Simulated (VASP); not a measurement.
# Li in VASP: further runs

Li is run at these levels: PBE; tasks: single point.

Program: VASP 6.6.1. These are calculated values, not measurements. Logs are shortened: lines on timing, memory, paths and dates and some standing lists are left out, and cuts for length are marked.

## Step 1: The cell of the first run

Symmetry: Immm, No. 71, orthorhombic system. Conventional cell: a = 3.175 Å, b = 3.224 Å, c = 3.949 Å, α = 90.00°, β = 90.00°, γ = 90.00°. Li (site symmetry mmm) has 14 Li at 3.00 to 3.95 Å within 4.0 Å.

## Step 2: Single point, PBE

Contents of INCAR:

```
SYSTEM = Li
ALGO = Normal ; EDIFF = 1E-7
ENCUT = 520 ; GGA = PE
ISIF = 2 ; ISMEAR = 0
LASPH = .True. ; LCHARG = .False.
LREAL = .False. ; LWAVE = .False.
NBANDS = 8 ; NELM = 80
PREC = Accurate ; SIGMA = 0.1
```

Contents of KPOINTS:

```
k-points
0
Gamma
  8 8 8
  0 0 0
```

Contents of POSCAR:

```
Li
1.0
   -1.5876634800      1.6117789541      1.9745600257
    1.5876634800     -1.6117789541      1.9745600257
    1.5876634800      1.6117789541     -1.9745600257
Li
1
Direct
    0.0000000000      0.0000000000      0.0000000000
```

Potentials or basis: VASP PAW PBE potentials, release 64 (Li_sv).

Launch:

```
cat potpaw_PBE.64/Li_sv/POTCAR > POTCAR
mpirun -np 1 vasp_std > vasp.out
```

OUTCAR:

```text
SYSTEM = Li
   EDIFF = 1E-7
   ENCUT = 520
   GGA = PE
   ISIF = 2
   ISMEAR = 0
   LASPH = .True.
   LREAL = .False.
   NELM = 80
   PREC = Accurate

 ion  position               nearest neighbor table
   1  0.000  0.000  0.000-

  LATTYP: Found a body centered orthorhombic cell.
 ALAT       =     3.1753269600
 B/A-ratio  =     1.0151892856
 C/A-ratio  =     1.2436892645

  Lattice vectors:

 A1 = (  -1.5876634800,   1.6117789541,   1.9745600257)
 A2 = (   1.5876634800,  -1.6117789541,   1.9745600257)
 A3 = (   1.5876634800,   1.6117789541,  -1.9745600257)

Analysis of symmetry for initial positions (statically):
=====================================================================
 Subroutine PRICEL returns:
 Original cell was already a primitive cell.

 Routine SETGRP: Setting up the symmetry group for a
 body centered orthorhombic supercell.

 Subroutine GETGRP returns: Found  8 space group operations
 (whereof  8 operations were pure point group operations)
 out of a pool of  8 trial point group operations.

The static configuration has the point symmetry D_2h.

Analysis of symmetry for dynamics (positions and initial velocities):
=====================================================================
 Subroutine PRICEL returns:
 Original cell was already a primitive cell.

 Routine SETGRP: Setting up the symmetry group for a
 body centered orthorhombic supercell.

 Subroutine GETGRP returns: Found  8 space group operations
 (whereof  8 operations were pure point group operations)
 out of a pool of  8 trial point group operations.

The dynamic configuration has the point symmetry D_2h.

 Subroutine INISYM returns: Found  8 space group operations
 (whereof  8 operations are pure point group operations),
 and found     1 'primitive' translations

----------------------------------------------------------------------------------------

                                     Primitive cell

  volume of cell :      20.2113

  direct lattice vectors                    reciprocal lattice vectors
    -1.587663480  1.611778954  1.974560026     0.000000000  0.310216236  0.253220967
     1.587663480 -1.611778954  1.974560026     0.314928199  0.000000000  0.253220967
     1.587663480  1.611778954 -1.974560026     0.314928199  0.310216236  0.000000000

  length of vectors
     3.002897604  3.002897604  3.002897604     0.400443468  0.404104725  0.442056425

  position of ions in fractional coordinates (direct lattice)
     0.000000000  0.000000000  0.000000000

  ion indices of the primitive-cell ions
   primitive index   ion index
                 1           1

----------------------------------------------------------------------------------------

 KPOINTS: k-points

Automatic generation of k-mesh.
 Grid dimensions read from file:
 generate k-points for:    8    8    8

 Generating k-lattice:

  Cartesian coordinates                     Fractional coordinates (reciprocal lattice)
     0.000000000  0.038777029  0.031652621     0.125000000  0.000000000  0.000000000
     0.039366025  0.000000000  0.031652621     0.000000000  0.125000000  0.000000000
     0.039366025  0.038777029  0.000000000     0.000000000  0.000000000  0.125000000

  Length of vectors
     0.050055434  0.050513091  0.055257053

  Shift w.r.t. Gamma in fractional coordinates (k-lattice)
     0.000000000  0.000000000  0.000000000

 Subroutine IBZKPT returns following result:
 ===========================================

 Found     95 irreducible k-points:

 Following reciprocal coordinates:
            Coordinates               Weight
  0.000000  0.000000  0.000000      1.000000
  0.125000  0.000000  0.000000      4.000000
  0.250000  0.000000  0.000000      4.000000
  0.375000  0.000000  0.000000      4.000000
  0.500000  0.000000  0.000000      2.000000
  0.000000  0.125000 -0.000000      4.000000
[... 16 lines left out ...]
  0.125000  0.375000 -0.000000      8.000000
  0.250000  0.375000  0.000000      8.000000
 [... further k-points ...]
   k-points           NKPTS =     95   k-points in BZ     NKDIM =     95   number of bands    NBANDS=      8
   number of dos      NEDOS =    301   number of ions     NIONS =      1
   total plane-waves  NPLWV =  13824
   dimension x,y,z NGX =    24 NGY =   24 NGZ =   24
   dimension x,y,z NGXF=    48 NGYF=   48 NGZF=   48
   ions per type =               1
   NGX,Y,Z   is equivalent  to a cutoff of  13.29, 13.29, 13.29 a.u.
   NGXF,Y,Z  is equivalent  to a cutoff of  26.57, 26.57, 26.57 a.u.
 SYSTEM =  Li
   PREC   = accura    normal or accurate (medium, high low for compatibility)
   ISTART =      0    job   : 0-new  1-cont  2-samecut
   ICHARG =      2    charge: 1-file 2-atom 10-const
   ISPIN  =      1    spin polarized calculation?
   LNONCOLLINEAR =      F non collinear calculations
   LSORBIT =      F    spin-orbit coupling
   LASPH  =      T    aspherical Exc in radial PAW
   ENCUT  =  520.0 eV  38.22 Ry    6.18 a.u.   5.58  5.58  5.58*2*pi/ulx,y,z
   NELM   =     80;   NELMIN=  2; NELMDL= -5     # of ELM steps
   EDIFF  = 0.1E-06   stopping-criterion for ELM
   LREAL  =      F    real-space projection
   EDIFFG = 0.1E-05   stopping-criterion for IOM
   NSW    =      0    number of steps for IOM
   IBRION =     -1    ionic relax: 0-MD 1-quasi-New 2-CG
   NFREE  =      0    steps in history (QN), initial steepest desc. (CG)
   ISIF   =      2    stress and relaxation
   ISYM   =      2    0-nonsym 1-usesym 2-fastsym
   POTIM  = 0.5000    time-step for ionic-motion
   TEBEG  =    0.0;   TEEND  =   0.0 temperature during run
   PSTRESS=    0.0 pullay stress
   NELECT =       3.0000    total number of electrons
   NUPDOWN=      -1.0000    fix difference up-down
   EMIN   =  10.00;   EMAX   =-10.00  energy-range for DOS
   EFERMI =   0.00;   METHOD = LEGACY
   ISMEAR =     0;   SIGMA  =   0.10  broadening in eV -4-tet -1-fermi 0-gaus
   EFERMI_NEDOS =   21; number of points for ismear=-14 and -15
   IALGO  =     38    algorithm
   IMIX   =      4    mixing-type and parameters
     AMIX     =   0.40;   BMIX     =  1.00
     AMIX_MAG =   1.60;   BMIX_MAG =  1.00
  volume/ion in A,a.u.               =      20.21       136.39
  Fermi-wavevector in a.u.,A,eV,Ry     =   0.866797  1.638008 10.222550  0.751336
  Thomas-Fermi vector in A             =   1.985238
   LORBIT       =      0    0 simple, 1 ext, 2 COOP (PROOUT), +10 PAW based schemes
   GGA     = PE    functional components
   LHFCALC =     F    Hartree Fock is set to
   AEXX    =    0.0000 exact exchange contribution
   IVDW    =     0    specifies the selected vdW correction
   LEPSILON=     F    determine dielectric tensor
   LRPA    =     F    only Hartree local field effects (RPA)
 non-spin polarized calculation
 Gauss-broadening in eV      SIGMA  =   0.10
  energy-cutoff  :      520.00
  volume of cell :       20.21
 maximum number of plane-waves:       554
 NGX is ok and might be reduce to    24

 number of electron       2.9999996 magnetization

 Free energy of the ion-electron system (eV)
  ---------------------------------------------------
  ext. energy  EPLUGINS =         0.00000000
  ---------------------------------------------------
  free energy    TOTEN  =        -1.90054542 eV

  energy without entropy =       -1.89772955  energy(sigma->0) =       -1.89913748

 E-fermi :   0.5939     XC(G=0):  -7.0512

 val. band max:        0.5877417197   @ k =   0.5000   0.2500   0.1250
 cond. band min:       0.6154320662   @ k =   0.5000   0.0000   0.0000
 fundamental gap:      0.0276903465
 Fermi energy:         0.5939456861

 k-point     1 :       0.0000    0.0000    0.0000
  band No.  band energies     occupation
      1     -45.8919      2.00000
      2      -2.9307      2.00000
      3      14.9173      0.00000
      4      15.0230      0.00000
      5      15.2761      0.00000
      6      18.7622      0.00000
      7      19.1893      0.00000
      8      19.3921      0.00000

 k-point     2 :       0.1250    0.0000    0.0000
  band No.  band energies     occupation
      1     -45.8892      2.00000
      2      -2.6511      2.00000
      3      12.4670      0.00000
      4      14.4681      0.00000
      5      14.6826      0.00000
      6      18.2165      0.00000
      7      19.5463      0.00000
      8      19.8413      0.00000

 k-point     3 :       0.2500    0.0000    0.0000
  band No.  band energies     occupation
      1     -45.8827      2.00000
      2      -1.8161      2.00000
      3       8.6225      0.00000
      4      13.3312      0.00000
      5      14.2105      0.00000
      6      17.8763      0.00000
      7      18.6740      0.00000
      8      18.9354      0.00000

 k-point     4 :       0.3750    0.0000    0.0000
  band No.  band energies     occupation
      1     -45.8762      2.00000
      2      -0.4832      2.00000
      3       5.3296      0.00000
      4      12.5993      0.00000
      5      13.8827      0.00000
      6      16.5528      0.00000
      7      18.1317      0.00000
      8      19.3516      0.00000

 k-point     5 :       0.5000    0.0000    0.0000
  band No.  band energies     occupation
      1     -45.8735      2.00000
      2       0.6154      0.76123
      3       3.5634      0.00000
      4      12.3566      0.00000
      5      13.7660      0.00000
      6      16.0916      0.00000
      7      18.1930      0.00000
      8      19.0024      0.00000
[... 177 lines left out ...]
 k-point    22 :       0.0000    0.3750   -0.0000
  band No.  band energies     occupation
      1     -45.8757      2.00000
      2      -0.4341      2.00000
      3       5.4795      0.00000
      4      12.3500      0.00000
      5      13.6529      0.00000
      6      16.2352      0.00000
      7      18.0647      0.00000
      8      19.3374      0.00000

 k-point    23 :       0.1250    0.3750   -0.0000
  band No.  band energies     occupation
      1     -45.8730      2.00000
      2       0.4374      1.97318
      3       4.5407      0.00000
      4      10.3330      0.00000
      5      12.6579      0.00000
      6      17.4967      0.00000
      7      18.1902      0.00000
      8      21.3491      0.00000

 k-point    24 :       0.2500    0.3750    0.0000
  band No.  band energies     occupation
      1     -45.8704      2.00000
      2       1.8276      0.00000
      3       3.8470      0.00000
      4       7.8189      0.00000
      5      11.5354      0.00000
      6      16.4986      0.00000
      7      20.5288      0.00000
      8      23.2275      0.00000

 [... further k-points ...]

------------------------ aborting loop because EDIFF is reached ----------------------------------------

  FORCE on cell =-STRESS in cart. coord.  units (eV):
  Direction    XX          YY          ZZ          XY          YZ          ZX
  --------------------------------------------------------------------------------------
  -------------------------------------------------------------------------------------
  Total        0.0351392      0.0010074     -0.0421623      0.0000000      0.0000000      0.0000000
  in kB        2.7855311      0.0798562     -3.3422640      0.0000000      0.0000000      0.0000000
  external PRESSURE =      -0.1589589 kB  Pullay stress =       0.0000000 kB

 VOLUME and BASIS-vectors are now :
 -----------------------------------------------------------------------------
  energy-cutoff  :      520.00
  volume of cell :       20.21
      direct lattice vectors                 reciprocal lattice vectors
    -1.587663480  1.611778954  1.974560026     0.000000000  0.310216236  0.253220967
     1.587663480 -1.611778954  1.974560026     0.314928199  0.000000000  0.253220967
     1.587663480  1.611778954 -1.974560026     0.314928199  0.310216236  0.000000000

 POSITION                                       TOTAL-FORCE (eV/Angst)
 -----------------------------------------------------------------------------------
      0.00000      0.00000      0.00000         0.000000     -0.000000      0.000000
 -----------------------------------------------------------------------------------
    total drift:                               -0.000000      0.000000     -0.000000

  FREE ENERGIE OF THE ION-ELECTRON SYSTEM (eV)
  ---------------------------------------------------
  free  energy   TOTEN  =        -1.9005454164 eV

  energy  without entropy=       -1.8977295482  energy(sigma->0) =       -1.89913748
```

It took 11 s on 1 thread of AMD EPYC 7R13, shared host; peak memory 0.13 GiB.

What came out:

```
Free energy            : -1.9005 eV
Band gap on the k mesh : zero (an odd number of electrons rules out a gap without spin polarisation)
```

Caveat: the cutoff is under 1.25 times the usual one of these potentials, so pressure, stress and relaxed cells hold a basis-set (Pulay) error.

## Step 3: Single point, PBE

This run uses another cell than the first one: it holds 8 atoms, not 1.

Contents of INCAR:

```
PREC = Accurate ; ENCUT = 520
EDIFF = 1E-6 ; ISMEAR = 0
SIGMA = 0.2 ; LREAL = F
LASPH = T ; NELM = 100
ALGO = Normal ; ISIF = 2
LWAVE = F ; LCHARG = T
GGA = PE ; LELF = T
LVHAR = T ; NBANDS = 22
```

Contents of KPOINTS:

```
Automatic mesh
0
Gamma
  4 4 4
```

Contents of POSCAR:

```
Li
1.0
    0.0000632567      0.0064162233      6.3506506783
    3.2263986535     -3.9467066812      0.0049251563
    3.2207150985      3.9515273135     -0.0030865315
Li
8
Direct
   -0.1253421115     -0.0004651859     -0.0002713504
    0.3746275645      0.0004712007      0.0001638481
    0.1247416054      0.9996889661      0.4994229632
    0.6246154723      1.0002227220      0.5004303368
    0.1252984796      0.4994584334      0.9996205984
    0.6253448816      0.5006056491      1.0004815520
   -0.1246213217      0.4998123512      0.4996310794
    0.3753354299      0.5002058634      0.5005209729
```

Potentials or basis: VASP PAW PBE potentials, release 64 (Li_sv).

Launch:

```
cat potpaw_PBE.64/Li_sv/POTCAR > POTCAR
mpirun -np 1 vasp_std > vasp.out
```

It took 3.3 min on 1 thread of AMD EPYC 7R13, shared host; peak memory 0.29 GiB.

Results (log left out):

| Item | Value |
| --- | --- |
| Free energy | -15.3349 eV |
| Largest force | 0.004 eV/Å |
| Band gap on the k mesh | zero (bands 12 and 13 overlap by 1.32 eV) |

Forces in eV/Å, atoms in the order of the input:
```
Li   0.002 -0.002  0.001
Li  -0.002  0.001  0.001
Li   0.002  0.001  0.000
Li  -0.001 -0.002  0.002
Li   0.003 -0.001 -0.001
Li  -0.003  0.001 -0.002
Li   0.001  0.002 -0.002
Li  -0.002 -0.001 -0.001
```

Levels at points of the mesh, in eV from the Fermi level:
```
           k point  band 10  band 11  band 12  band 13  band 14  band 15
(0.00, 0.00, 0.00)    -0.73    -0.73     0.01     0.01     2.88     2.96
(0.50, 0.00, 0.00)    -2.84     0.93     0.93     0.93     0.93     2.84
(0.00, 0.50, 0.00)    -2.42     0.32     0.32     0.32     0.32     1.06
(0.50, 0.50, 0.00)    -1.72    -1.72    -1.72     1.83     1.83     1.84
(0.00, 0.00, 0.50)    -2.42     0.31     0.32     0.32     0.32     1.06
(0.50, 0.00, 0.50)    -1.72    -1.72    -1.72     1.83     1.83     1.84
(0.00, 0.50, 0.50)    -1.71    -0.81    -0.81     0.09     0.09     1.01
(0.50, 0.50, 0.50)    -1.06    -1.06    -1.06    -0.14    -0.14    -0.14
```

Caveat: the cutoff is under 1.25 times the usual one of these potentials, so pressure, stress and relaxed cells hold a basis-set (Pulay) error.

(Part 1 of 2 ends here.)

The gap in the log of VASP goes by the Fermi energy; the results here count the filled bands.